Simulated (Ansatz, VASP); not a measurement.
**Two plane-wave programs on ZrNbTe3**

```
Zr Nb Te
1.0
     6.37509    0.00000    0.00000
    -3.18754    5.52099    0.00000
     0.00000    0.00000    4.93440
Zr Nb Te
1 1 3
Direct
  0.00000 0.00000 0.00000
  0.00000 0.00000 0.50000
  0.46448 0.00000 0.00000
  0.00000 0.46448 0.00000
  0.53552 0.53552 0.00000
```

Alike in both runs: functional PBE; k mesh 3 × 3 × 4; occupations gaussian, width 0.1 eV; no spin polarisation.

Ansatz relaxed the structure, and its values are those at the end. VASP's run is a single point on that final structure, the one shown.

|  | VASP | Ansatz |
| --- | --- | --- |
| version | VASP 6.6.1 | Ansatz 0.2.0 |
| potentials or method | VASP PAW PBE potentials, release 64 (Zr_sv, Nb_sv, Te), cutoff 520 eV | scalar-relativistic, plane waves, PAW |
| valence electrons in the cell | 43 | 73 |

```tsv
	VASP	Ansatz	Ansatz less VASP
gap on the k mesh at the Fermi level (eV)	none	none	-
pressure (GPa)	0.2	0.2	+0.02
rms of the force components (eV/Å)	0.007	0.005	-0.0016
```

A gap of «none» marks a metal or a gap that the smearing closes. VASP's potentials hold 43 valence electrons a cell and Ansatz's 73, so a difference there can come from the potentials and not from the codes.

The k mesh is coarse, so the values compare programs but aren't converged. Spin-orbit coupling is off throughout.
